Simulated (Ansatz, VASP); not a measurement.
# Cu in VASP and in Ansatz

```
Cu
1.0
     0.00000    1.95210    1.87980
     1.95210    0.00000    1.87980
     1.95210    1.95210    0.00000
Cu
1
Direct
  0.00000 0.00000 0.00000
```

Change from the starting cell: strain +0.080 along x and y, +0.040 along z, atoms carried along.

Alike in both runs: task single point; functional PBEsol; k mesh 22 × 22 × 22; occupations gaussian, width 0.15 eV; no spin polarisation.

```csv
,VASP,Ansatz
version,VASP 6.6.1,Ansatz 0.2.0
potentials or method,"VASP PAW PBE potentials, release 64 (Cu), cutoff 520 eV","scalar-relativistic, plane waves, PAW"
valence electrons in the cell,11,19
```

```tsv
	VASP	Ansatz	Ansatz less VASP
gap on the k mesh at the Fermi level (eV)	none	none	-
pressure (GPa)	-20.5	-21.9	-1.41
traceless stress, the component that is largest in VASP (GPa)	0.75	0.76	+0.011
```

VASP's potentials were made for PBE, not for PBEsol. A gap of «none» marks a metal or a gap that the smearing closes. VASP's potentials hold 11 valence electrons a cell and Ansatz's 19, so a difference there can come from the potentials and not from the codes.
